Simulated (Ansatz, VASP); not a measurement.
One calculation of ZrH4, two programs

```
CELL_PARAMETERS angstrom
4.64079 0.00000 0.00000
0.00000 4.61952 0.00000
0.00000 0.00000 4.94244
ATOMIC_POSITIONS crystal
Zr 0.50000 0.00000 0.19259
Zr 0.50000 0.50000 0.69259
H 0.79106 0.49943 0.22023
H 0.20894 0.50057 0.22023
H 0.79106 0.00057 0.72023
H 0.20894 0.99943 0.72023
H 0.00000 0.00000 0.27915
H 0.00000 0.50000 0.77915
H 0.50000 0.00000 0.88118
H 0.50000 0.50000 0.38118
```

Alike in both runs: task relaxation of cell and atoms; functional PBE; k mesh 3 × 3 × 3; occupations gaussian, width 0.15 eV; no spin polarisation.

```csv
,VASP,Ansatz
version,VASP 6.6.1,Ansatz 0.2.0
potentials or method,"VASP PAW PBE potentials, release 64 (Zr_sv, H), cutoff 600 eV","scalar-relativistic, plane waves, PAW"
valence electrons in the cell,32,32
```

|  | VASP | Ansatz | Ansatz less VASP |
| --- | --- | --- | --- |
| gap on the k mesh at the Fermi level, each at its own relaxed structure (eV) | none | none | - |
| relaxed volume (Å³/atom) | 8.34 | 8.00 | -0.339 |
| relaxed length of the cell vector where the two differ most in proportion (Å) | 3.671 | 3.347 | -0.3245 |

A gap of «none» marks a metal or a gap that the smearing closes.

The k mesh is coarse, so the values compare programs but aren't converged. Noted on VASP's run: the volume moved by over 15 % at a fixed basis, so the end points are rough.
